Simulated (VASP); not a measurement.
# PbSe (Cmcm) in VASP: single point with PBE+D3(BJ)

Aim: the single point of PbSe with PBE+D3(BJ).

Program: VASP 6.6.1. These are calculated values, not measurements. Logs are shortened: lines on timing, memory, paths and dates and some standing lists are left out, and cuts for length are marked.

## 1. The cell of the first run

It takes space group Cmcm (No. 63, orthorhombic). Conventional cell: a = 4.310 Å, b = 12.268 Å, c = 4.450 Å, α = 90.00°, β = 90.00°, γ = 90.00°. Within 3.7 Å of Pb (site symmetry m2m) lie 5 Se at 2.82 to 3.10 Å. Within 3.7 Å of Se (site symmetry m2m) lie 5 Pb at 2.82 to 3.10 Å.

## 2. Single point, PBE+D3(BJ)

Contents of INCAR:

```
PREC = Accurate
ENCUT = 520
EDIFF = 1E-7
ISMEAR = 0
SIGMA = 0.05
LREAL = False
LASPH = True
NELM = 60
ALGO = Normal
ISIF = 2
LWAVE = False
LCHARG = False
GGA = PE
IVDW = 12
NBANDS = 28
```

Contents of KPOINTS:

```
Automatic mesh
0
Gamma
  8 8 6
```

Contents of POSCAR:

```
PbSe
1.0
    2.1548765900     -6.1339473500      0.0000000000
    2.1548765900      6.1339473500      0.0000000000
    0.0000000000      0.0000000000      4.4504935700
Pb Se
2 2
Direct
    0.6317607300      0.3682392700      0.7500000000
    0.3682392700      0.6317607300      0.2500000000
    0.8612899600      0.1387100400      0.7500000000
    0.1387100400      0.8612899600      0.2500000000
```

Potentials or basis: VASP PAW PBE potentials, release 64 (Pb_d, Se).

Run with:

```sh
cat potpaw_PBE.64/Pb_d/POTCAR potpaw_PBE.64/Se/POTCAR > POTCAR
mpirun -np 1 vasp_std > vasp.out
```

OUTCAR:

```text
PREC = Accurate
   ENCUT = 520
   EDIFF = 1E-7
   ISMEAR = 0
   LREAL = False
   LASPH = True
   NELM = 60
   ISIF = 2
   GGA = PE
   IVDW = 12
 IVDW          = 12

 ion  position               nearest neighbor table
   1  0.632  0.368  0.750-   3 2.82   4 3.10   4 3.10   4 3.10   4 3.10   2 3.92   2 3.92
   2  0.368  0.632  0.250-   4 2.82   3 3.10   3 3.10   3 3.10   3 3.10   1 3.92   1 3.92
   3  0.861  0.139  0.750-   1 2.82   2 3.10   2 3.10   2 3.10   2 3.10
   4  0.139  0.861  0.250-   2 2.82   1 3.10   1 3.10   1 3.10   1 3.10

  LATTYP: Found a base centered orthorhombic cell.
 ALAT       =     4.3097531800
 B/A-ratio  =     2.8465422932
 C/A-ratio  =     1.0326562530

  Lattice vectors:

 A1 = (   2.1548765900,  -6.1339473500,   0.0000000000)
 A2 = (   2.1548765900,   6.1339473500,   0.0000000000)
 A3 = (   0.0000000000,   0.0000000000,   4.4504935700)

Analysis of symmetry for initial positions (statically):
=====================================================================
 Subroutine PRICEL returns:
 Original cell was already a primitive cell.

 Routine SETGRP: Setting up the symmetry group for a
 base centered orthorhombic supercell.

 Subroutine GETGRP returns: Found  8 space group operations
 (whereof  4 operations were pure point group operations)
 out of a pool of  8 trial point group operations.

The static configuration has the point symmetry C_2h.
 The point group associated with its full space group is D_2h.

Analysis of symmetry for dynamics (positions and initial velocities):
=====================================================================
 Subroutine PRICEL returns:
 Original cell was already a primitive cell.

 Routine SETGRP: Setting up the symmetry group for a
 base centered orthorhombic supercell.

 Subroutine GETGRP returns: Found  8 space group operations
 (whereof  4 operations were pure point group operations)
 out of a pool of  8 trial point group operations.

The dynamic configuration has the point symmetry C_2h.
 The point group associated with its full space group is D_2h.

 Subroutine INISYM returns: Found  8 space group operations
 (whereof  4 operations are pure point group operations),
 and found     1 'primitive' translations

----------------------------------------------------------------------------------------

                                     Primitive cell

  volume of cell :     117.6524

  direct lattice vectors                    reciprocal lattice vectors
     2.154876590 -6.133947350  0.000000000     0.232031849 -0.081513579  0.000000000
     2.154876590  6.133947350  0.000000000     0.232031849  0.081513579  0.000000000
     0.000000000  0.000000000  4.450493570     0.000000000  0.000000000  0.224694179

  length of vectors
     6.501446240  6.501446240  4.450493570     0.245933411  0.245933411  0.224694179

  position of ions in fractional coordinates (direct lattice)
     0.631760730  0.368239270  0.750000000
     0.368239270  0.631760730  0.250000000
     0.861289960  0.138710040  0.750000000
     0.138710040  0.861289960  0.250000000

  ion indices of the primitive-cell ions
   primitive index   ion index
                 1           1
                 2           2
                 3           3
                 4           4

----------------------------------------------------------------------------------------

 KPOINTS: Automatic mesh

Automatic generation of k-mesh.
 Grid dimensions read from file:
 generate k-points for:    8    8    6

 Generating k-lattice:

  Cartesian coordinates                     Fractional coordinates (reciprocal lattice)
     0.029003981 -0.010189197  0.000000000     0.125000000  0.000000000  0.000000000
     0.029003981  0.010189197  0.000000000     0.000000000  0.125000000  0.000000000
     0.000000000  0.000000000  0.037449030     0.000000000  0.000000000  0.166666667

  Length of vectors
     0.030741676  0.030741676  0.037449030

  Shift w.r.t. Gamma in fractional coordinates (k-lattice)
     0.000000000  0.000000000  0.000000000

 Subroutine IBZKPT returns following result:
 ===========================================

 Found     84 irreducible k-points:

 Following reciprocal coordinates:
            Coordinates               Weight
  0.000000  0.000000  0.000000      1.000000
  0.125000  0.000000  0.000000      4.000000
  0.250000  0.000000  0.000000      4.000000
  0.375000  0.000000  0.000000      4.000000
  0.500000  0.000000  0.000000      2.000000
  0.125000  0.125000  0.000000      2.000000
[... 16 lines left out ...]
  0.125000  0.000000  0.166667      8.000000
  0.250000  0.000000  0.166667      8.000000
 [... further k-points ...]
   k-points           NKPTS =     84   k-points in BZ     NKDIM =     84   number of bands    NBANDS=     28
   number of dos      NEDOS =    301   number of ions     NIONS =      4
   total plane-waves  NPLWV =  82944
   dimension x,y,z NGX =    48 NGY =   48 NGZ =   36
   dimension x,y,z NGXF=    96 NGYF=   96 NGZF=   72
   ions per type =               2   2
   NGX,Y,Z   is equivalent  to a cutoff of  12.27, 12.27, 13.45 a.u.
   NGXF,Y,Z  is equivalent  to a cutoff of  24.55, 24.55, 26.90 a.u.
 SYSTEM =  unknown system
   PREC   = accura    normal or accurate (medium, high low for compatibility)
   ISTART =      0    job   : 0-new  1-cont  2-samecut
   ICHARG =      2    charge: 1-file 2-atom 10-const
   ISPIN  =      1    spin polarized calculation?
   LNONCOLLINEAR =      F non collinear calculations
   LSORBIT =      F    spin-orbit coupling
   LASPH  =      T    aspherical Exc in radial PAW
   ENCUT  =  520.0 eV  38.22 Ry    6.18 a.u.  12.09 12.09  8.27*2*pi/ulx,y,z
   NELM   =     60;   NELMIN=  2; NELMDL= -5     # of ELM steps
   EDIFF  = 0.1E-06   stopping-criterion for ELM
   LREAL  =      F    real-space projection
   EDIFFG = 0.1E-05   stopping-criterion for IOM
   NSW    =      0    number of steps for IOM
   IBRION =     -1    ionic relax: 0-MD 1-quasi-New 2-CG
   NFREE  =      0    steps in history (QN), initial steepest desc. (CG)
   ISIF   =      2    stress and relaxation
   ISYM   =      2    0-nonsym 1-usesym 2-fastsym
   POTIM  = 0.5000    time-step for ionic-motion
   TEBEG  =    0.0;   TEEND  =   0.0 temperature during run
   PSTRESS=    0.0 pullay stress
   NELECT =      40.0000    total number of electrons
   NUPDOWN=      -1.0000    fix difference up-down
   EMIN   =  10.00;   EMAX   =-10.00  energy-range for DOS
   EFERMI =   0.00;   METHOD = LEGACY
   ISMEAR =     0;   SIGMA  =   0.05  broadening in eV -4-tet -1-fermi 0-gaus
   EFERMI_NEDOS =   21; number of points for ismear=-14 and -15
   IALGO  =     38    algorithm
   IMIX   =      4    mixing-type and parameters
     AMIX     =   0.40;   BMIX     =  1.00
     AMIX_MAG =   1.60;   BMIX_MAG =  1.00
  volume/ion in A,a.u.               =      29.41       198.49
  Fermi-wavevector in a.u.,A,eV,Ry     =   1.142601  2.159203 17.762912  1.305537
  Thomas-Fermi vector in A             =   2.279299
   LORBIT       =      0    0 simple, 1 ext, 2 COOP (PROOUT), +10 PAW based schemes
   GGA     = PE    functional components
   LHFCALC =     F    Hartree Fock is set to
   AEXX    =    0.0000 exact exchange contribution
   IVDW    =    12    specifies the selected vdW correction
   LEPSILON=     F    determine dielectric tensor
   LRPA    =     F    only Hartree local field effects (RPA)
 non-spin polarized calculation
 Gauss-broadening in eV      SIGMA  =   0.05
  energy-cutoff  :      520.00
  volume of cell :      117.65
 maximum number of plane-waves:      3192
   NGX = 25   NGY = 25   NGZ = 17

 number of electron      39.9999995 magnetization

 Free energy of the ion-electron system (eV)
  ---------------------------------------------------
  ext. energy  EPLUGINS =         0.00000000
  ---------------------------------------------------
  free energy    TOTEN  =       -16.18965032 eV

  energy without entropy =      -16.18965032  energy(sigma->0) =      -16.18965032

 E-fermi :   4.5259     XC(G=0):  -9.4247

 val. band max:        4.2633561655   @ k =   0.2500   0.1250   0.0000
 cond. band min:       5.3459128894   @ k =   0.3750   0.3750   0.0000
 fundamental gap:      1.0825567239
 Fermi energy:         4.5258949097

 k-point     1 :       0.0000    0.0000    0.0000
  band No.  band energies     occupation
      1     -12.2064      2.00000
      2     -12.1255      2.00000
      3     -12.1192      2.00000
      4     -12.1178      2.00000
      5     -12.0965      2.00000
      6     -12.0915      2.00000
[... 20 lines left out ...]
     27       9.7903      0.00000
     28      11.1948      0.00000

 k-point     2 :       0.1250    0.0000    0.0000
  band No.  band energies     occupation
      1     -12.1988      2.00000
      2     -12.1226      2.00000
      3     -12.1173      2.00000
      4     -12.1132      2.00000
      5     -12.1002      2.00000
      6     -12.0928      2.00000
[... 20 lines left out ...]
     27       9.9989      0.00000
     28      11.3049      0.00000

 k-point     3 :       0.2500    0.0000    0.0000
  band No.  band energies     occupation
      1     -12.1794      2.00000
      2     -12.1179      2.00000
      3     -12.1169      2.00000
      4     -12.1091      2.00000
      5     -12.1006      2.00000
      6     -12.0956      2.00000
[... 20 lines left out ...]
     27      10.8727      0.00000
     28      11.7661      0.00000

 k-point     4 :       0.3750    0.0000    0.0000
  band No.  band energies     occupation
      1     -12.1558      2.00000
      2     -12.1213      2.00000
      3     -12.1194      2.00000
      4     -12.1183      2.00000
      5     -12.0961      2.00000
      6     -12.0949      2.00000
[... 578 lines left out ...]
     27       9.8254      0.00000
     28      11.7541      0.00000

 k-point    23 :       0.1250    0.0000    0.1667
  band No.  band energies     occupation
      1     -12.1887      2.00000
      2     -12.1238      2.00000
      3     -12.1186      2.00000
      4     -12.1082      2.00000
      5     -12.1071      2.00000
      6     -12.0983      2.00000
[... 20 lines left out ...]
     27      10.6524      0.00000
     28      11.8016      0.00000

 k-point    24 :       0.2500    0.0000    0.1667
  band No.  band energies     occupation
      1     -12.1773      2.00000
      2     -12.1287      2.00000
      3     -12.1188      2.00000
      4     -12.1084      2.00000
      5     -12.1056      2.00000
      6     -12.0905      2.00000
[... 20 lines left out ...]
     27      11.3983      0.00000
     28      11.7173      0.00000

 [... further k-points ...]

------------------------ aborting loop because EDIFF is reached ----------------------------------------

 Edisp (eV)   -1.44063

 E8    (eV) :    -0.6734

  FORCE on cell =-STRESS in cart. coord.  units (eV):
  Direction    XX          YY          ZZ          XY          YZ          ZX
  --------------------------------------------------------------------------------------
  -------------------------------------------------------------------------------------
  Total      -0.75934    -0.54925    -0.75726     0.00000     0.00000     0.00000
  in kB     -10.34058    -7.47962   -10.31232     0.00000     0.00000     0.00000
  external pressure =       -9.38 kB  Pullay stress =        0.00 kB

 VOLUME and BASIS-vectors are now :
 -----------------------------------------------------------------------------
  energy-cutoff  :      520.00
  volume of cell :      117.65
      direct lattice vectors                 reciprocal lattice vectors
     2.154876590 -6.133947350  0.000000000     0.232031849 -0.081513579  0.000000000
     2.154876590  6.133947350  0.000000000     0.232031849  0.081513579  0.000000000
     0.000000000  0.000000000  4.450493570     0.000000000  0.000000000  0.224694179

 POSITION                                       TOTAL-FORCE (eV/Angst)
 -----------------------------------------------------------------------------------
      2.15488     -1.61643      3.33787         0.000000      0.097936      0.000000
      2.15488      1.61643      1.11262         0.000000     -0.097936     -0.000000
      2.15488     -4.43227      3.33787         0.000000     -0.134874      0.000000
      2.15488      4.43227      1.11262         0.000000      0.134874     -0.000000
 -----------------------------------------------------------------------------------
    total drift:                                0.000000     -0.000000     -0.000000

  FREE ENERGIE OF THE ION-ELECTRON SYSTEM (eV)
  ---------------------------------------------------
  free  energy   TOTEN  =       -17.6302806632 eV

  energy  without entropy=      -17.6302806632  energy(sigma->0) =      -17.63028066
```

It took 8.7 min on 1 thread of Intel Xeon 8259CL, shared host; peak memory 0.44 GiB.

What came out:

```
Free energy                : -17.6303 eV
Pressure                   : -0.9 GPa
Largest force              : 0.135 eV/Å
Band gap on the k mesh     : 1.08 eV (least direct gap 1.19 eV)
Dispersion energy per atom : -0.360 eV
```

Forces in eV/Å, atoms in the order of the input:
```
Pb   0.000  0.098  0.000
Pb   0.000 -0.098  0.000
Se   0.000 -0.135  0.000
Se   0.000  0.135  0.000
```

Stress tensor (GPa, compression positive):
```
-1.03  0.00  0.00
 0.00 -0.75  0.00
 0.00  0.00 -1.03
```

Caveat: spin-orbit coupling is left out, which moves the levels of the heavy elements. A k mesh can miss the band edges.
